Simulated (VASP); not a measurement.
A run of VASP 6.6.1 is set up as follows.

File POSCAR:

```
Mo
1.0
   -1.6148719360      1.6148719360      1.6148719360
    1.6148719360     -1.6148719360      1.6148719360
    1.6148719360      1.6148719360     -1.6148719360
Mo
1
Direct
    0.0000000000      0.0000000000      0.0000000000
```

INCAR.step1

```
PREC     = Accurate       # precision mode
ENCUT    = 520            # plane-wave cutoff, eV
ISMEAR   = -1             # smearing method
SIGMA    = 0.05           # smearing width, eV
LREAL    = F              # projectors in reciprocal space
LASPH    = T              # aspherical terms in the spheres
NELM     = 80             # most SCF steps
NBANDS   = 13             # bands
GGA      = PE             # functional
ALGO     = Normal         # electronic algorithm
EDIFF    = 1E-4           # SCF threshold, eV
LWAVE    = T              # write WAVECAR
LCHARG   = F              # write CHGCAR
```

INCAR.step2

```
PREC     = Accurate       # precision mode
ENCUT    = 520            # plane-wave cutoff, eV
EDIFF    = 1E-8           # SCF threshold, eV
ISMEAR   = -1             # smearing method
SIGMA    = 0.05           # smearing width, eV
LREAL    = F              # projectors in reciprocal space
LASPH    = T              # aspherical terms in the spheres
NELM     = 80             # most SCF steps
ALGO     = Normal         # electronic algorithm
ISIF     = 2              # what is computed and relaxed
LWAVE    = F              # write WAVECAR
LCHARG   = F              # write CHGCAR
METAGGA  = R2SCAN         # meta-GGA
LMIXTAU  = T            
LEFG     = T            
NBANDS   = 13             # bands
ISTART   = 1
```

KPOINTS

```
Automatic mesh
0
Gamma
  15 15 15
```

Potentials or basis: VASP PAW PBE potentials, release 64 (Mo_sv).

Launch:

```sh
$ cat potpaw_PBE.64/Mo_sv/POTCAR > POTCAR
$ cp INCAR.step1 INCAR
$ mpirun -np 1 vasp_std > vasp.out
$ cp INCAR.step2 INCAR
$ mpirun -np 1 vasp_std > vasp.out
```

**Question.** What does it give for the band gap on the k mesh?

**Answer.** Zero (band 7 reaches 14.83 eV, above the bottom of band 8 at 10.09 eV).

**Question.** Predict the pressure.

**Answer.** -16.6 GPa.

Caveat: without QUAD_EFG the Cq values of the log hold for a quadrupole moment of 1 mb, not for the nuclei; the PAW data sets were made with another functional, which shifts forces and pressure a little.
